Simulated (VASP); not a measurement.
Here is a VASP 6.6.1 calculation.

INCAR

```
ALGO = Normal
EDIFF = 1E-6
ENCUT = 520
GGA = PE
ISIF = 2
ISMEAR = 0
LASPH = True
LCHARG = False
LREAL = False
LWAVE = False
NBANDS = 18
NELM = 80
PREC = Accurate
SIGMA = 0.05
```

Contents of KPOINTS:

```
k-points
0
Gamma
  9 9 6
```

The input POSCAR:

```
LiF
1.0
    3.1775711328      0.0000000000      0.0000000000
   -1.5887855664      2.7518573233      0.0000000000
    0.0000000000      0.0000000000      4.7437959441
Li F
2 2
Direct
    0.3333333333      0.6666666667      0.4320721835
    0.6666666667      0.3333333333      0.9320721835
    0.3333333333      0.6666666667      0.9939266766
    0.6666666667      0.3333333333      0.4939266766
```

Potentials or basis: VASP PAW PBE potentials, release 64 (Li_sv, F).

The run is started by

```console
$ cat potpaw_PBE.64/Li_sv/POTCAR potpaw_PBE.64/F/POTCAR > POTCAR
$ mpirun -np 1 vasp_std > vasp.out
```

Question: Predict the band gap on the k mesh.

Answer: 7.33 eV, direct.

Question: What does it give for the largest force?

Answer: 0.209 eV/Å.

Forces in eV/Å, atoms in the order of the input:
```
Li   0.000  0.000 -0.209
Li   0.000  0.000 -0.209
F    0.000  0.000  0.209
F    0.000  0.000  0.209
```

 A k mesh can miss the band edges.
